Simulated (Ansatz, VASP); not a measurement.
**One calculation of V3H, two programs**

```
V H
1.0
     3.58818    0.00000    0.00000
     0.00000    3.58818    0.00000
     0.00000    0.00000    3.58818
V H
3 1
Direct
  0.00000 0.50000 0.50000
  0.50000 0.00000 0.50000
  0.50000 0.50000 0.00000
  0.00000 0.00000 0.00000
```

Alike in both runs: functional PBE; k mesh 6 × 6 × 6; occupations gaussian, width 0.1 eV; no spin polarisation.

Ansatz relaxed the structure, and its values are those at the end. VASP's run is a single point on that final structure, the one shown.

```csv
,VASP,Ansatz
version,VASP 6.6.1,Ansatz 0.2.0
potentials or method,"VASP PAW PBE potentials, release 64 (V_sv, H), cutoff 520 eV","scalar-relativistic, plane waves, PAW"
valence electrons in the cell,40,40
```

```csv
,VASP,Ansatz,Ansatz less VASP
gap on the k mesh at the Fermi level (eV),none,none,-
pressure (GPa),0.3,0.1,-0.18
```

A gap of «none» marks a metal or a gap that the smearing closes. The functional is the same, so the differences come from potentials, cutoffs and numerics.
